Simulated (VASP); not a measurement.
# Os (Fm-3m) in VASP: notebook

Os is run at these levels: PBE; tasks: single point.

Everything below comes from runs of VASP 6.6.1. Logs are shortened: lines on timing, memory, paths and dates and some standing lists are left out, and cuts for length are marked.

**1. The cell of the first run**

It takes space group Fm-3m (No. 225, cubic). The conventional cell has a = 3.677 Å, b = 3.677 Å, c = 3.677 Å, α = 90.00°, β = 90.00°, γ = 90.00°. Within 3.4 Å of Os (site symmetry m-3m) lie 12 Os at 2.60 Å.

This isn't the form of Os at room conditions, which is hcp.

**2. Single point, PBE**

File INCAR:

```
PREC = Accurate
ENCUT = 600
EDIFF = 1E-6
ISMEAR = 0
SIGMA = 0.1
LREAL = F
LASPH = T
NELM = 120
ALGO = Normal
ISIF = 2
LWAVE = F
LCHARG = T
GGA = PE
LELF = T
LVHAR = T
NBANDS = 10
GGA_COMPAT = F
```

File KPOINTS:

```
Automatic mesh
0
Gamma
  10 10 10
```

File POSCAR:

```
Os
1.0
    0.0000000000      1.8383664527      1.8383664527
    1.8383664527      0.0000000000      1.8383664527
    1.8383664527      1.8383664527      0.0000000000
Os
1
Direct
    0.0000000000      0.0000000000      0.0000000000
```

Potentials or basis: VASP PAW PBE potentials, release 64 (Os).

The run is started by

```sh
$ cat potpaw_PBE.64/Os/POTCAR > POTCAR
$ mpirun -np 1 vasp_std > vasp.out
```

OUTCAR:

```text
PREC = Accurate
   ENCUT = 600
   EDIFF = 1E-6
   ISMEAR = 0
   LREAL = F
   LASPH = T
   NELM = 120
   ISIF = 2
   GGA = PE

 ion  position               nearest neighbor table
   1  0.000  0.000  0.000-

  LATTYP: Found a face centered cubic cell.
 ALAT       =     3.6767329054

  Lattice vectors:

 A1 = (   0.0000000000,   1.8383664527,   1.8383664527)
 A2 = (   1.8383664527,   0.0000000000,   1.8383664527)
 A3 = (   1.8383664527,   1.8383664527,   0.0000000000)

Analysis of symmetry for initial positions (statically):
=====================================================================
 Subroutine PRICEL returns:
 Original cell was already a primitive cell.

 Routine SETGRP: Setting up the symmetry group for a
 face centered cubic supercell.

 Subroutine GETGRP returns: Found 48 space group operations
 (whereof 48 operations were pure point group operations)
 out of a pool of 48 trial point group operations.

The static configuration has the point symmetry O_h .

Analysis of symmetry for dynamics (positions and initial velocities):
=====================================================================
 Subroutine PRICEL returns:
 Original cell was already a primitive cell.

 Routine SETGRP: Setting up the symmetry group for a
 face centered cubic supercell.

 Subroutine GETGRP returns: Found 48 space group operations
 (whereof 48 operations were pure point group operations)
 out of a pool of 48 trial point group operations.

The dynamic configuration has the point symmetry O_h .

 Subroutine INISYM returns: Found 48 space group operations
 (whereof 48 operations are pure point group operations),
 and found     1 'primitive' translations

----------------------------------------------------------------------------------------

                                     Primitive cell

  volume of cell :      12.4259

  direct lattice vectors                    reciprocal lattice vectors
     0.000000000  1.838366453  1.838366453    -0.271980594  0.271980594  0.271980594
     1.838366453  0.000000000  1.838366453     0.271980594 -0.271980594  0.271980594
     1.838366453  1.838366453  0.000000000     0.271980594  0.271980594 -0.271980594

  length of vectors
     2.599842770  2.599842770  2.599842770     0.471084208  0.471084208  0.471084208

  position of ions in fractional coordinates (direct lattice)
     0.000000000  0.000000000  0.000000000

  ion indices of the primitive-cell ions
   primitive index   ion index
                 1           1

----------------------------------------------------------------------------------------

 KPOINTS: Automatic mesh

Automatic generation of k-mesh.
 Grid dimensions read from file:
 generate k-points for:   10   10   10

 Generating k-lattice:

  Cartesian coordinates                     Fractional coordinates (reciprocal lattice)
    -0.027198059  0.027198059  0.027198059     0.100000000  0.000000000  0.000000000
     0.027198059 -0.027198059  0.027198059     0.000000000  0.100000000  0.000000000
     0.027198059  0.027198059 -0.027198059     0.000000000  0.000000000  0.100000000

  Length of vectors
     0.047108421  0.047108421  0.047108421

  Shift w.r.t. Gamma in fractional coordinates (k-lattice)
     0.000000000  0.000000000  0.000000000

 Subroutine IBZKPT returns following result:
 ===========================================

 Found     47 irreducible k-points:

 Following reciprocal coordinates:
            Coordinates               Weight
  0.000000  0.000000  0.000000      1.000000
  0.100000  0.000000  0.000000      8.000000
  0.200000  0.000000  0.000000      8.000000
  0.300000  0.000000  0.000000      8.000000
  0.400000  0.000000  0.000000      8.000000
  0.500000  0.000000  0.000000      4.000000
[... 16 lines left out ...]
  0.300000  0.300000  0.000000      6.000000
  0.400000  0.300000  0.000000     24.000000
 [... further k-points ...]
   k-points           NKPTS =     47   k-points in BZ     NKDIM =     47   number of bands    NBANDS=     10
   number of dos      NEDOS =    301   number of ions     NIONS =      1
   total plane-waves  NPLWV =  13824
   dimension x,y,z NGX =    24 NGY =   24 NGZ =   24
   dimension x,y,z NGXF=    48 NGYF=   48 NGZF=   48
   ions per type =               1
   NGX,Y,Z   is equivalent  to a cutoff of  15.35, 15.35, 15.35 a.u.
   NGXF,Y,Z  is equivalent  to a cutoff of  30.69, 30.69, 30.69 a.u.
 SYSTEM =  unknown system
   PREC   = accura    normal or accurate (medium, high low for compatibility)
   ISTART =      0    job   : 0-new  1-cont  2-samecut
   ICHARG =      2    charge: 1-file 2-atom 10-const
   ISPIN  =      1    spin polarized calculation?
   LNONCOLLINEAR =      F non collinear calculations
   LSORBIT =      F    spin-orbit coupling
   LASPH  =      T    aspherical Exc in radial PAW
   ENCUT  =  600.0 eV  44.10 Ry    6.64 a.u.   5.19  5.19  5.19*2*pi/ulx,y,z
   NELM   =    120;   NELMIN=  2; NELMDL= -5     # of ELM steps
   EDIFF  = 0.1E-05   stopping-criterion for ELM
   LREAL  =      F    real-space projection
   EDIFFG = 0.1E-04   stopping-criterion for IOM
   NSW    =      0    number of steps for IOM
   IBRION =     -1    ionic relax: 0-MD 1-quasi-New 2-CG
   NFREE  =      0    steps in history (QN), initial steepest desc. (CG)
   ISIF   =      2    stress and relaxation
   ISYM   =      2    0-nonsym 1-usesym 2-fastsym
   POTIM  = 0.5000    time-step for ionic-motion
   TEBEG  =    0.0;   TEEND  =   0.0 temperature during run
   PSTRESS=    0.0 pullay stress
   NELECT =       8.0000    total number of electrons
   NUPDOWN=      -1.0000    fix difference up-down
   EMIN   =  10.00;   EMAX   =-10.00  energy-range for DOS
   EFERMI =   0.00;   METHOD = LEGACY
   ISMEAR =     0;   SIGMA  =   0.10  broadening in eV -4-tet -1-fermi 0-gaus
   EFERMI_NEDOS =   21; number of points for ismear=-14 and -15
   IALGO  =     38    algorithm
   IMIX   =      4    mixing-type and parameters
     AMIX     =   0.40;   BMIX     =  1.00
     AMIX_MAG =   1.60;   BMIX_MAG =  1.00
  volume/ion in A,a.u.               =      12.43        83.85
  Fermi-wavevector in a.u.,A,eV,Ry     =   1.413609  2.671334 27.188405  1.998291
  Thomas-Fermi vector in A             =   2.535237
   LORBIT       =      0    0 simple, 1 ext, 2 COOP (PROOUT), +10 PAW based schemes
   GGA     = PE    functional components
   LHFCALC =     F    Hartree Fock is set to
   AEXX    =    0.0000 exact exchange contribution
   IVDW    =     0    specifies the selected vdW correction
   LEPSILON=     F    determine dielectric tensor
   LRPA    =     F    only Hartree local field effects (RPA)
 non-spin polarized calculation
 Gauss-broadening in eV      SIGMA  =   0.10
  energy-cutoff  :      600.00
  volume of cell :       12.43
 maximum number of plane-waves:       424
 NGX is ok and might be reduce to    24
   NGX = 11   NGY = 11   NGZ = 11

 number of electron       8.0000000 magnetization

 Free energy of the ion-electron system (eV)
  ---------------------------------------------------
  ext. energy  EPLUGINS =         0.00000000
  ---------------------------------------------------
  free energy    TOTEN  =       -10.65268190 eV

  energy without entropy =      -10.64588025  energy(sigma->0) =      -10.64928107

 E-fermi :  11.3121     XC(G=0): -14.7475

 val. band max:       11.3027961900   @ k =   0.3000   0.1000   0.0000
 cond. band min:      11.3376272354   @ k =   0.4000   0.3000   0.1000
 fundamental gap:      0.0348310454
 Fermi energy:        11.3120860070

 k-point     1 :       0.0000    0.0000    0.0000
  band No.  band energies     occupation
      1      -0.6760      2.00000
      2       7.6639      2.00000
      3       7.6639      2.00000
      4       7.6639      2.00000
      5      11.3441      0.65041
      6      11.3441      0.65041
      7      25.3356      0.00000
      8      31.9195      0.00000
      9      31.9195      0.00000
     10      31.9195      0.00000

 k-point     2 :       0.1000    0.0000    0.0000
  band No.  band energies     occupation
      1      -0.1483      2.00000
      2       7.3431      2.00000
      3       7.9006      2.00000
      4       7.9006      2.00000
      5      11.1661      1.96102
      6      11.1661      1.96102
      7      26.3290      0.00000
      8      29.9029      0.00000
      9      32.8942      0.00000
     10      32.8942      0.00000

 k-point     3 :       0.2000    0.0000    0.0000
  band No.  band energies     occupation
      1       1.1661      2.00000
      2       6.8752      2.00000
      3       8.2523      2.00000
      4       8.2523      2.00000
      5      11.1412      1.98433
      6      11.1412      1.98433
      7      26.7577      0.00000
      8      29.2187      0.00000
      9      35.5721      0.00000
     10      35.5721      0.00000

 k-point     4 :       0.3000    0.0000    0.0000
  band No.  band energies     occupation
      1       2.2598      2.00000
      2       7.5088      2.00000
      3       8.0440      2.00000
      4       8.0440      2.00000
      5      12.1249      0.00000
      6      12.1249      0.00000
      7      24.7077      0.00000
      8      29.6213      0.00000
      9      37.8037      0.00000
     10      38.2038      0.00000

 k-point     5 :       0.4000    0.0000    0.0000
  band No.  band energies     occupation
      1       2.4234      2.00000
      2       7.6284      2.00000
      3       7.6284      2.00000
      4       9.6505      2.00000
      5      13.5630      0.00000
      6      13.5630      0.00000
      7      23.0390      0.00000
      8      26.3693      0.00000
      9      34.4047      0.00000
     10      34.4047      0.00000

 k-point     6 :       0.5000    0.0000    0.0000
  band No.  band energies     occupation
      1       2.3647      2.00000
      2       7.4529      2.00000
      3       7.4529      2.00000
      4      11.0612      1.99961
      5      14.2667      0.00000
      6      14.2667      0.00000
      7      21.9901      0.00000
      8      24.9191      0.00000
      9      32.8938      0.00000
     10      32.8938      0.00000
[... 183 lines left out ...]
 k-point    21 :      -0.3000    0.2000    0.0000
  band No.  band energies     occupation
      1       4.2224      2.00000
      2       6.5365      2.00000
      3       7.0378      2.00000
      4       9.0639      2.00000
      5      11.5384      0.00137
      6      16.5543      0.00000
      7      24.6495      0.00000
      8      29.2091      0.00000
      9      30.3553      0.00000
     10      36.3901      0.00000

 k-point    22 :      -0.2000    0.2000    0.0000
  band No.  band energies     occupation
      1       3.5756      2.00000
      2       6.0439      2.00000
      3       7.4685      2.00000
      4       9.4442      2.00000
      5       9.9119      2.00000
      6      14.6229      0.00000
      7      26.7898      0.00000
      8      31.4309      0.00000
      9      31.5578      0.00000
     10      33.1890      0.00000

 k-point    23 :       0.3000    0.3000    0.0000
  band No.  band energies     occupation
      1       3.0861      2.00000
      2       4.3238      2.00000
      3       9.0696      2.00000
      4      11.4114      0.16003
      5      11.4114      0.16003
      6      13.1092      0.00000
      7      30.3409      0.00000
      8      30.3409      0.00000
      9      31.1866      0.00000
     10      34.9326      0.00000

 k-point    24 :       0.4000    0.3000    0.0000
  band No.  band energies     occupation
      1       3.2258      2.00000
      2       4.0632      2.00000
      3       9.2326      2.00000
      4      11.7038      0.00000
      5      13.8025      0.00000
      6      14.0936      0.00000
      7      26.5595      0.00000
      8      28.7543      0.00000
      9      30.4763      0.00000
     10      35.4717      0.00000

 [... further k-points ...]

------------------------ aborting loop because EDIFF is reached ----------------------------------------

  FORCE on cell =-STRESS in cart. coord.  units (eV):
  Direction    XX          YY          ZZ          XY          YZ          ZX
  --------------------------------------------------------------------------------------
  -------------------------------------------------------------------------------------
  Total        6.2952530      6.2952530      6.2952530      0.0000000      0.0000000      0.0000000
  in kB      811.7036796    811.7036796    811.7036796      0.0000000      0.0000000      0.0000000
  external PRESSURE =     811.7036796 kB  Pullay stress =       0.0000000 kB

 VOLUME and BASIS-vectors are now :
 -----------------------------------------------------------------------------
  energy-cutoff  :      600.00
  volume of cell :       12.43
      direct lattice vectors                 reciprocal lattice vectors
     0.000000000  1.838366453  1.838366453    -0.271980594  0.271980594  0.271980594
     1.838366453  0.000000000  1.838366453     0.271980594 -0.271980594  0.271980594
     1.838366453  1.838366453  0.000000000     0.271980594  0.271980594 -0.271980594

 POSITION                                       TOTAL-FORCE (eV/Angst)
 -----------------------------------------------------------------------------------
      0.00000      0.00000      0.00000         0.000000      0.000000      0.000000
 -----------------------------------------------------------------------------------
    total drift:                               -0.000000      0.000000      0.000000

  FREE ENERGIE OF THE ION-ELECTRON SYSTEM (eV)
  ---------------------------------------------------
  free  energy   TOTEN  =       -10.6526818984 eV

  energy  without entropy=      -10.6458802504  energy(sigma->0) =      -10.64928107
```

It took 6.2 s on 1 thread of Intel Xeon Platinum 8375C at 2.90GHz (Ice Lake), shared host; peak memory 0.14 GiB.

Results:

- Free energy: -10.6527 eV
- Pressure: 81.2 GPa
- Band gap on the k mesh: zero (bands 4 and 5 overlap by 4.84 eV)

Caveat: the cell stands under pressure; spin-orbit coupling is left out, which moves the levels of the heavy elements.

(Part 1 of 2 ends here.)
